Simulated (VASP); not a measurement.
# PC18 in VASP: single point with PBE+D3(BJ)

Aim: the single point of PC18 with PBE+D3(BJ).

Everything below comes from runs of VASP 6.6.1. Logs are shortened: lines on timing, memory, paths and dates and some standing lists are left out, and cuts for length are marked.

## 1. The cell of the first run

The cell holds a slab with vacuum, 19 atoms: a = 7.398 Å, b = 7.398 Å, c = 12.000 Å, α = 90.00°, β = 90.00°, γ = 120.00°.

## 2. Single point, PBE+D3(BJ), collinear spin

INCAR reads:

```
SYSTEM = PC18
PREC = Accurate
ENCUT = 520
EDIFF = 1E-6
ISMEAR = 0
SIGMA = 0.02
LREAL = Auto
LASPH = .TRUE.
NELM = 150
ALGO = Normal
ISIF = 2
LWAVE = .FALSE.
LCHARG = .FALSE.
ISPIN = 2
MAGMOM = 0 0 0 0 0 0 0 0 0 0 0 0 0 0 0 0 0 0 0.27
LORBIT = 11
GGA = PE
IVDW = 12
NBANDS = 58
```

KPOINTS reads:

```
regular mesh
0
G
  2 2 1
  0 0 0
```

POSCAR reads:

```
PC18
1.0
    7.3980000000      0.0000000000      0.0000000000
   -3.6990000000      6.4068560000      0.0000000000
    0.0000000000      0.0000000000     12.0000000000
C P
18 1
Direct
    0.0025043411      0.0054666439      0.0776076667
    0.2255597012      0.1164475993      0.0775297500
   -0.0020493345      0.3371922203      0.0836496667
    0.2219091826      0.4442868702      0.1068096667
    0.0040509320      0.6742083793      0.0781883333
    0.2218471206      0.7848223840      0.0840787500
    0.3351834127      0.0055095666      0.0779529167
    0.5581391607      0.1167408788      0.0784617500
    0.3387805302      0.3371898791      0.0836787500
    0.5568185049      0.4482825898      0.0786242500
    0.3383421563      0.6771090220      0.1081291667
    0.5625328510      0.7848345585      0.0840725833
    0.6698729335      0.0055228337      0.0779430000
    0.8904372178      0.1164554034      0.0775080000
    0.6682843708      0.3370312990      0.0759400000
    0.8909959002      0.4482772830      0.0786103333
    0.6697034725      0.6742063502      0.0781880000
    0.8923736994      0.7851929246      0.0751147500
    0.2777658318      0.5558912203      0.2579120000
```

Potentials or basis: VASP PAW PBE potentials, release 64 (C, P).

Started as:

```console
cat potpaw_PBE.64/C/POTCAR potpaw_PBE.64/P/POTCAR > POTCAR
mpirun -np 1 vasp_std > vasp.out
```

OUTCAR:

```text
SYSTEM = PC18
   PREC = Accurate
   ENCUT = 520
   EDIFF = 1E-6
   ISMEAR = 0
   LREAL = Auto
   LASPH = .TRUE.
   NELM = 150
   ISIF = 2
   ISPIN = 2
   LORBIT = 11
   GGA = PE
   IVDW = 12
 IVDW          = 12

 ion  position               nearest neighbor table
   1  0.003  0.005  0.078-  18 1.41   2 1.43  14 1.43
   2  0.226  0.116  0.078-   7 1.41   9 1.42   1 1.43
   3  0.998  0.337  0.084-  16 1.40  14 1.42   4 1.46
   4  0.222  0.444  0.107-   9 1.46   3 1.46  11 1.49  19 1.95
   5  0.004  0.674  0.078-   6 1.40  18 1.43  16 1.45
   6  0.222  0.785  0.084-   5 1.40   7 1.42  11 1.47
   7  0.335  0.006  0.078-   2 1.41   6 1.42   8 1.43
   8  0.558  0.117  0.078-  15 1.41  13 1.43   7 1.43
   9  0.339  0.337  0.084-  10 1.40   2 1.42   4 1.46
  10  0.557  0.448  0.079-   9 1.40  15 1.43  17 1.45
  11  0.338  0.677  0.108-  12 1.47   6 1.47   4 1.49  19 1.96
  12  0.563  0.785  0.084-  17 1.40  13 1.42  11 1.47
  13  0.670  0.006  0.078-  14 1.41  12 1.42   8 1.43
  14  0.890  0.116  0.078-  13 1.41   3 1.42   1 1.43
  15  0.668  0.337  0.076-   8 1.41  16 1.43  10 1.43
  16  0.891  0.448  0.079-   3 1.40  15 1.43   5 1.45
  17  0.670  0.674  0.078-  12 1.40  18 1.43  10 1.45
  18  0.892  0.785  0.075-   1 1.41   5 1.43  17 1.43
  19  0.278  0.556  0.258-   4 1.95  11 1.96

  LATTYP: Found a hexagonal cell.
 ALAT       =     7.3980000000
 C/A-ratio  =     1.6220600162

  Lattice vectors:

 A1 = (   7.3980000000,   0.0000000000,   0.0000000000)
 A2 = (  -3.6990000000,   6.4068560000,   0.0000000000)
 A3 = (   0.0000000000,   0.0000000000,  12.0000000000)

Analysis of symmetry for initial positions (statically):
=====================================================================
 Subroutine PRICEL returns:
 Original cell was already a primitive cell.

 Routine SETGRP: Setting up the symmetry group for a
 hexagonal supercell.

 Subroutine GETGRP returns: Found  1 space group operations
 (whereof  1 operations were pure point group operations)
 out of a pool of 24 trial point group operations.

The static configuration has the point symmetry C_1 .

Analysis of symmetry for dynamics (positions and initial velocities):
=====================================================================
 Subroutine PRICEL returns:
 Original cell was already a primitive cell.

 Routine SETGRP: Setting up the symmetry group for a
 hexagonal supercell.

 Subroutine GETGRP returns: Found  1 space group operations
 (whereof  1 operations were pure point group operations)
 out of a pool of 24 trial point group operations.

The dynamic configuration has the point symmetry C_1 .

Analysis of structural, dynamic, and magnetic symmetry:
=====================================================================
 Subroutine PRICEL returns:
 Original cell was already a primitive cell.

 Routine SETGRP: Setting up the symmetry group for a
 hexagonal supercell.

 Subroutine GETGRP returns: Found  1 space group operations
 (whereof  1 operations were pure point group operations)
 out of a pool of 24 trial point group operations.

The overall configuration has the point symmetry C_1 .

 Subroutine INISYM returns: Found  1 space group operations
 (whereof  1 operations are pure point group operations),
 and found     1 'primitive' translations

----------------------------------------------------------------------------------------

                                     Primitive cell

  volume of cell :     568.7750

  direct lattice vectors                    reciprocal lattice vectors
     7.398000000  0.000000000  0.000000000     0.135171668  0.078041398  0.000000000
    -3.699000000  6.406856000  0.000000000     0.000000000  0.156082796  0.000000000
     0.000000000  0.000000000 12.000000000     0.000000000  0.000000000  0.083333333

  length of vectors
     7.398000000  7.398000054 12.000000000     0.156082797  0.156082796  0.083333333

  position of ions in fractional coordinates (direct lattice)
     0.002504341  0.005466644  0.077607667
     0.225559701  0.116447599  0.077529750
     0.997950665  0.337192220  0.083649667
     0.221909183  0.444286870  0.106809667
     0.004050932  0.674208379  0.078188333
     0.221847121  0.784822384  0.084078750
[... 11 lines left out ...]
     0.892373699  0.785192925  0.075114750
     0.277765832  0.555891220  0.257912000

  ion indices of the primitive-cell ions
   primitive index   ion index
                 1           1
                 2           2
                 3           3
                 4           4
                 5           5
                 6           6
[... 11 lines left out ...]
                18          18
                19          19

----------------------------------------------------------------------------------------

 KPOINTS: regular mesh

Automatic generation of k-mesh.
 Grid dimensions read from file:
 generate k-points for:    2    2    1

 Generating k-lattice:

  Cartesian coordinates                     Fractional coordinates (reciprocal lattice)
     0.067585834  0.039020699  0.000000000     0.500000000  0.000000000  0.000000000
     0.000000000  0.078041398  0.000000000     0.000000000  0.500000000  0.000000000
     0.000000000  0.000000000  0.083333333     0.000000000  0.000000000  1.000000000

  Length of vectors
     0.078041399  0.078041398  0.083333333

  Shift w.r.t. Gamma in fractional coordinates (k-lattice)
     0.000000000  0.000000000  0.000000000

 Subroutine IBZKPT returns following result:
 ===========================================

 Found      4 irreducible k-points:

 Following reciprocal coordinates:
            Coordinates               Weight
  0.000000  0.000000  0.000000      1.000000
  0.500000  0.000000  0.000000      1.000000
  0.000000  0.500000  0.000000      1.000000
  0.500000  0.500000  0.000000      1.000000
   k-points           NKPTS =      4   k-points in BZ     NKDIM =      4   number of bands    NBANDS=     58
   number of dos      NEDOS =    301   number of ions     NIONS =     19
   total plane-waves  NPLWV = 282240
   dimension x,y,z NGX =    56 NGY =   56 NGZ =   90
   dimension x,y,z NGXF=   112 NGYF=  112 NGZF=  180
   ions per type =              18   1
   NGX,Y,Z   is equivalent  to a cutoff of  12.58, 12.58, 12.47 a.u.
   NGXF,Y,Z  is equivalent  to a cutoff of  25.17, 25.17, 24.94 a.u.
 SYSTEM =  PC18
   PREC   = accura    normal or accurate (medium, high low for compatibility)
   ISTART =      0    job   : 0-new  1-cont  2-samecut
   ICHARG =      2    charge: 1-file 2-atom 10-const
   ISPIN  =      2    spin polarized calculation?
   LNONCOLLINEAR =      F non collinear calculations
   LSORBIT =      F    spin-orbit coupling
   LASPH  =      T    aspherical Exc in radial PAW
   ENCUT  =  520.0 eV  38.22 Ry    6.18 a.u.  13.76 13.76 22.31*2*pi/ulx,y,z
   NELM   =    150;   NELMIN=  2; NELMDL= -5     # of ELM steps
   EDIFF  = 0.1E-05   stopping-criterion for ELM
   LREAL  =      T    real-space projection
   EDIFFG = 0.1E-04   stopping-criterion for IOM
   NSW    =      0    number of steps for IOM
[... 5 lines left out ...]
   TEBEG  =    0.0;   TEEND  =   0.0 temperature during run
   PSTRESS=    0.0 pullay stress
   NELECT =      77.0000    total number of electrons
   NUPDOWN=      -1.0000    fix difference up-down
   EMIN   =  10.00;   EMAX   =-10.00  energy-range for DOS
   EFERMI =   0.00;   METHOD = LEGACY
   ISMEAR =     0;   SIGMA  =   0.02  broadening in eV -4-tet -1-fermi 0-gaus
   EFERMI_NEDOS =   21; number of points for ismear=-14 and -15
   IALGO  =     38    algorithm
   IMIX   =      4    mixing-type and parameters
     AMIX     =   0.40;   BMIX     =  1.00
     AMIX_MAG =   1.60;   BMIX_MAG =  1.00
  volume/ion in A,a.u.               =      29.94       202.01
  Fermi-wavevector in a.u.,A,eV,Ry     =   0.840604  1.588512  9.614087  0.706615
  Thomas-Fermi vector in A             =   1.955013
   LORBIT       =     11    0 simple, 1 ext, 2 COOP (PROOUT), +10 PAW based schemes
   GGA     = PE    functional components
   LHFCALC =     F    Hartree Fock is set to
   AEXX    =    0.0000 exact exchange contribution
   IVDW    =    12    specifies the selected vdW correction
   LEPSILON=     F    determine dielectric tensor
   LRPA    =     F    only Hartree local field effects (RPA)
 spin polarized calculation
 Gauss-broadening in eV      SIGMA  =   0.02
  energy-cutoff  :      520.00
  volume of cell :      568.78
 maximum number of plane-waves:     15363
 NGX is ok and might be reduce to    56
   NGX = 27   NGY = 27   NGZ = 45

 number of electron      77.0000005 magnetization       1.0001447

 Free energy of the ion-electron system (eV)
  ---------------------------------------------------
  ext. energy  EPLUGINS =         0.00000000
  ---------------------------------------------------
  free energy    TOTEN  =      -167.67091296 eV

  energy without entropy =     -167.67091296  energy(sigma->0) =     -167.67091296

 E-fermi :  -1.5010     XC(G=0):  -4.0734

 val. band max:       -1.5836089240   @ k =   0.0000   0.0000   0.0000
 cond. band min:      -1.4184567341   @ k =   0.0000   0.0000   0.0000
 fundamental gap:      0.1651521899
 Fermi energy:        -1.5009542953

 spin component 1

 k-point     1 :       0.0000    0.0000    0.0000
  band No.  band energies     occupation
      1     -21.1162      1.00000
      2     -18.9957      1.00000
      3     -18.5133      1.00000
      4     -18.4788      1.00000
      5     -18.4447      1.00000
      6     -18.3633      1.00000
[... 42 lines left out ...]
     49       3.3927      0.00000
     50       3.4888      0.00000
[... 157 lines left out ...]
     49       3.8750      0.00000
     50       4.0684      0.00000
 Fermi energy:        -1.5009542953

 spin component 2

 k-point     1 :       0.0000    0.0000    0.0000
  band No.  band energies     occupation
      1     -21.0991      1.00000
      2     -18.9546      1.00000
      3     -18.5014      1.00000
      4     -18.4717      1.00000
      5     -18.4301      1.00000
      6     -18.3555      1.00000
[... 42 lines left out ...]
     49       3.4567      0.00000
     50       3.5093      0.00000
[... 157 lines left out ...]
     49       3.9384      0.00000
     50       4.1324      0.00000
 [bands above 50 left out]

------------------------ aborting loop because EDIFF is reached ----------------------------------------

 Edisp (eV)   -1.82234

 E8    (eV) :    -0.5784

  FORCE on cell =-STRESS in cart. coord.  units (eV):
  Direction    XX          YY          ZZ          XY          YZ          ZX
  --------------------------------------------------------------------------------------
  -------------------------------------------------------------------------------------
  Total       3.66693     4.11762    -0.21051     0.00563    -0.00102    -0.00242
  in kB      10.32933    11.59888    -0.59298     0.01585    -0.00287    -0.00682
  external pressure =        7.11 kB  Pullay stress =        0.00 kB

 VOLUME and BASIS-vectors are now :
 -----------------------------------------------------------------------------
  energy-cutoff  :      520.00
  volume of cell :      568.78
      direct lattice vectors                 reciprocal lattice vectors
     7.398000000  0.000000000  0.000000000     0.135171668  0.078041398  0.000000000
    -3.699000000  6.406856000  0.000000000     0.000000000  0.156082796  0.000000000
     0.000000000  0.000000000 12.000000000     0.000000000  0.000000000  0.083333333

 POSITION                                       TOTAL-FORCE (eV/Angst)
 -----------------------------------------------------------------------------------
     -0.00169      0.03502      0.93129         0.002067      0.008101      0.000532
      1.23795      0.74606      0.93036        -0.004197     -0.000701     -0.000407
      6.13557      2.16034      1.00380         0.010013     -0.005252      0.000388
     -0.00173      2.84648      1.28172        -0.001135      0.017679      0.037840
     -2.46393      4.31956      0.93826         0.001999     -0.011026      0.000964
     -1.26183      5.02824      1.00895         0.008320      0.002298      0.001059
[... 11 lines left out ...]
      3.69735      5.03062      0.90138         0.000522      0.001694     -0.011268
     -0.00133      3.56152      3.09494        -0.000920     -0.001023     -0.052212
 -----------------------------------------------------------------------------------
    total drift:                               -0.005826      0.013866     -0.022594

  FREE ENERGIE OF THE ION-ELECTRON SYSTEM (eV)
  ---------------------------------------------------
  free  energy   TOTEN  =      -169.4932493115 eV

  energy  without entropy=     -169.4932493113  energy(sigma->0) =     -169.49324931

 total charge

# of ion       s       p       d       tot
------------------------------------------
    1        0.862   1.790   0.000   2.652
    2        0.864   1.794   0.000   2.658
    3        0.864   1.784   0.000   2.648
    4        0.839   1.758   0.000   2.598
    5        0.860   1.792   0.000   2.652
    6        0.864   1.782   0.000   2.646
[... 11 lines left out ...]
   18        0.863   1.789   0.000   2.652
   19        1.122   1.306   0.000   2.428
--------------------------------------------------
tot         16.606  33.447   0.000  50.053

 magnetization (x)

# of ion       s       p       d       tot
------------------------------------------
    1       -0.001  -0.009   0.000  -0.010
    2        0.002   0.033   0.000   0.035
    3       -0.000  -0.027   0.000  -0.027
    4       -0.000  -0.004   0.000  -0.004
    5       -0.002  -0.025   0.000  -0.027
    6        0.004   0.034   0.000   0.038
[... 11 lines left out ...]
   18        0.001   0.007   0.000   0.008
   19        0.012   0.383   0.000   0.395
--------------------------------------------------
tot          0.020   0.425   0.000   0.445
```

Run time: 22 min. Hardware: 1 thread of AMD EPYC 9755, shared host; peak memory 0.83 GiB.

Results:

- Free energy: -169.4932 eV
- Largest force: 0.052 eV/Å
- Band gap on the k mesh: 0.17 eV
- Net moment: 1.00 μB per cell
- Site moments: C -0.01, +0.04, -0.03, -0.00, -0.02, +0.01 (each value once); P +0.40 μB
- Valence electrons inside the program's atomic spheres: C 2.65, 2.66, 2.60, 2.59 (each value once); P 2.43
- Dispersion energy per atom: -0.096 eV

Forces on the atoms (eV/Å):
```
C    0.002  0.008  0.001
C   -0.004 -0.001  0.000
C    0.010 -0.005  0.000
C   -0.001  0.018  0.038
C    0.002 -0.011  0.001
C    0.008  0.002  0.001
C    0.007  0.000 -0.002
C    0.000 -0.007  0.001
C   -0.008 -0.004  0.001
C    0.009  0.007  0.003
C   -0.005 -0.010  0.024
C   -0.005  0.000  0.001
C   -0.004 -0.005 -0.003
C    0.004  0.002  0.001
C   -0.002  0.003 -0.005
C   -0.006  0.011  0.005
C   -0.005 -0.009 -0.003
C    0.001  0.002 -0.011
P   -0.001 -0.001 -0.052
```

Caveat: the k points lie up to 0.49 Å⁻¹ apart; there is no dipole correction, which matters where the two faces differ.
